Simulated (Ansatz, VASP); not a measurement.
**Two plane-wave programs on TaN**

```
Ta N
1.0
     3.05813    0.00000    0.00000
    -1.52906    2.64842    0.00000
     0.00000    0.00000    4.93434
Ta N
2 2
Direct
  0.00000 0.00000 0.00000
  0.00000 0.00000 0.50000
  0.33333 0.66667 0.25000
  0.66667 0.33333 0.75000
```

Change from the starting cell: volume scaled by 1.01, PAW files.

Alike in both runs: task electric field gradients; functional PBEsol; k mesh 11 × 11 × 6; occupations fermi-dirac, width 0.01 eV; no spin polarisation.

|  | VASP | Ansatz |
| --- | --- | --- |
| version | VASP 6.6.1 | Ansatz 0.2.0 |
| potentials or method | VASP PAW PBE potentials, release 64 (Ta_pv, N) | PAW with Ansatz's default frozen-core files, scalar-relativistic |
| plane-wave cutoff (eV) | 520 | 420 |
| valence electrons in the cell | 32 | 36 |

```tsv
	VASP	Ansatz	Ansatz less VASP
pressure (GPa)	44.8	43.3	-1.50
traceless stress, the component that is largest in VASP (GPa)	52.85	52.36	-0.489
size of Vzz on the site where it differs most (V/Å²)	170.5	194.3	+23.86
```

VASP's potentials were made for PBE, not for PBEsol. Both programs put the cell under a high pressure, so it lies far from rest at this level. The functional is the same, so the differences come from potentials, cutoffs and numerics. VASP's potentials hold 32 valence electrons a cell and Ansatz's 36, so a difference there can come from the potentials and not from the codes.

Spin-orbit coupling is off throughout.
